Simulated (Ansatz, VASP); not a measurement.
## LiF in VASP and in Ansatz

INCAR

```
PREC = Accurate
ENCUT = 520
EDIFF = 1E-6
ISMEAR = 0
SIGMA = 0.05
LREAL = F
LASPH = T
NELM = 80
ALGO = Normal
ISIF = 2
LWAVE = F
LCHARG = T
GGA = PE
LELF = T
LVHAR = T
NBANDS = 12
```

The input KPOINTS:

```
regular mesh
0
Gamma
  10 10 10
```

File POSCAR:

```
LiF
1.0
    2.5595330000      0.0000000000      0.0000000000
    0.0000000000      2.5595330000      0.0000000000
    0.0000000000      0.0000000000      2.5595330000
Li F
1 1
Direct
    0.0000000000      0.0000000000      0.0000000000
    0.4802627477      0.4802627477      0.4802627477
```

Input for Ansatz:

```yaml
crystal:
  lattice:
    - [2.559533, 0.0, 0.0]
    - [0.0, 2.559533, 0.0]
    - [0.0, 0.0, 2.559533]
  atoms:
    - { symbol: Li, position: [0.0, 0.0, 0.0] }
    - { symbol: F, position: [0.4802627477, 0.4802627477, 0.4802627477] }
basis:
  ecutwfc: 420
kpoints:
  mp_grid: { grid: [10, 10, 10] }
hamiltonian:
  xc: pbe
scf:
  occupations: { method: gaussian, width: 0.05 }
output:
  forces: true
  stress: true
  eigenvalues: true
```

Change from the starting cell: all F atoms moved +0.087 Å, as atom 2 towards its neighbour atom 1 (Li) at 2.217 Å.

Alike in both runs: task single point; functional PBE; k mesh 10 × 10 × 10; occupations gaussian, width 0.05 eV; no spin polarisation.

|  | VASP | Ansatz |
| --- | --- | --- |
| version | VASP 6.6.1 | Ansatz 0.2.0 |
| potentials or method | VASP PAW PBE potentials, release 64 (Li_sv, F), cutoff 520 eV | scalar-relativistic, plane waves, PAW |
| valence electrons in the cell | 10 | 10 |

```tsv
	VASP	Ansatz	Ansatz less VASP
gap on the k mesh at the Fermi level (eV)	7.51	7.50	-0.008
least direct gap on the mesh (eV)	8.17	8.17	-0.007
rms of the force components (eV/Å)	0.017	0.016	-0.0003
```

Atom by atom the forces differ by 0.000 eV/Å (rms over components).

Noted on VASP's run: the cutoff is short for stress, so the pressure is rough.
